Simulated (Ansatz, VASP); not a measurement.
## Two plane-wave programs on LiCl

The input INCAR:

```
SYSTEM = LiCl
PREC = Accurate ; ENCUT = 520
EDIFF = 1E-6 ; ISMEAR = 0
SIGMA = 0.01 ; LREAL = .FALSE.
LASPH = .TRUE. ; NELM = 60
ALGO = Normal ; ISIF = 2
LWAVE = .FALSE. ; LCHARG = .FALSE.
GGA = PE ; NBANDS = 12
```

KPOINTS

```
regular mesh
0
G
  8 8 8
  0 0 0
```

Contents of POSCAR:

```
LiCl
1.0
    0.0000000000      2.5751358458      2.5751358458
    2.5751358458      0.0000000000      2.5751358458
    2.5751358458      2.5751358458      0.0000000000
Li Cl
1 1
Direct
    0.0000000000      0.0000000000      0.0000000000
    0.5000000000      0.5000000000      0.5000000000
```

Input for Ansatz:

```yaml
crystal:
  lattice:
    - [0.0, 2.5751358458, 2.5751358458]
    - [2.5751358458, 0.0, 2.5751358458]
    - [2.5751358458, 2.5751358458, 0.0]
  atoms:
    - { symbol: Li, position: [0.0, 0.0, 0.0] }
    - { symbol: Cl, position: [0.5, 0.5, 0.5] }
kpoints:
  mp_grid: { grid: [8, 8, 8] }
hamiltonian:
  xc: pbe
scf:
  occupations: { method: fixed }
  n_extra_bands: 4
output:
  forces: true
  stress: true
  eigenvalues: true
```

Alike in both runs: task single point; functional PBE; k mesh 8 × 8 × 8; no spin polarisation.

|  | VASP | Ansatz |
| --- | --- | --- |
| version | VASP 6.6.1 | Ansatz 0.2.0 |
| potentials or method | VASP PAW PBE potentials, release 64 (Li_sv, Cl) | plane waves, PAW |
| plane-wave cutoff (eV) | 520 | 420 |
| occupations | gaussian, width 0.01 eV | fixed |
| valence electrons in the cell | 10 | 10 |

VASP gave:

| Item | Value |
| --- | --- |
| gap on the k mesh at the Fermi level (eV) | 6.27 |

Estimate Ansatz's values.

gap on the k mesh at the Fermi level (eV): 6.26.

Noted on VASP's run: the cutoff is short for stress, so the pressure is rough.
